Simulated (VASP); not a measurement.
Wanted: the native input for a VASP 6.6.1 run.

```yaml
Task: single point
Functional: PBEsol
Potentials_or_basis: VASP PAW PBE potentials, release 64 (Si, Ni)
Cutoff: 520 eV
k_mesh: 8 × 12 × 8
Occupations: gaussian, width 0.15 eV
Spin: no spin polarisation
Dipole_correction: no
Further_INCAR_settings: ALGO = Fast; EDIFF = 1e-06; NBANDS = 38
```

The structure of SiNi lies in POSCAR:

```
SiNi
1.0
    5.0878282843      0.0000000000      0.0000000000
    0.0000000000      3.4249269208      0.0000000000
    0.0000000000      0.0000000000      5.5278301702
Si Ni
4 4
Direct
    0.3214276657      0.7500000000      0.0865554855
    0.1785723343      0.2500000000      0.5865554855
    0.8214276657      0.7500000000      0.4134445145
    0.6785723343      0.2500000000      0.9134445145
    0.0093007310      0.2500000000      0.1873863638
    0.4906992690      0.7500000000      0.6873863638
    0.5093007310      0.2500000000      0.3126136362
    0.9906992690      0.7500000000      0.8126136362
```

This cell differs from its parent crystal: strain +0.0200 x Voigt [0, 1, 0, 0, 0, 0].

One way to write it, as run:

INCAR

```
SYSTEM = SiNi
PREC = Accurate
ENCUT = 520
EDIFF = 1E-6
ISMEAR = 0
SIGMA = 0.15
LREAL = .FALSE.
LASPH = .TRUE.
NELM = 60
ALGO = Fast
ISIF = 2
LWAVE = .FALSE.
LCHARG = .FALSE.
GGA = PS
NBANDS = 38
```

KPOINTS

```
regular mesh
0
G
  8 12 8
  0 0 0
```

Potentials or basis: VASP PAW PBE potentials, release 64 (Si, Ni).

Launch:

```sh
$ cat potpaw_PBE.64/Si/POTCAR potpaw_PBE.64/Ni/POTCAR > POTCAR
$ mpirun -np 1 vasp_std > vasp.out
```

It gave:

```json
{"Pressure": "-4.0 GPa", "Largest force": "0.141 eV/Å", "Band gap on the k mesh": "zero (bands 28 and 29 overlap by 1.92 eV)"}
```

Caveat: the cell differs from its parent crystal (strain +0.0200 x Voigt [0, 1, 0, 0, 0, 0]); the cell stands under tension; the PAW data sets were made with another functional, which shifts forces and pressure a little.

It took 11 min on 1 thread of Oxide Virtual Turin-like Processor, on a shared host, peak memory 0.52 GiB.
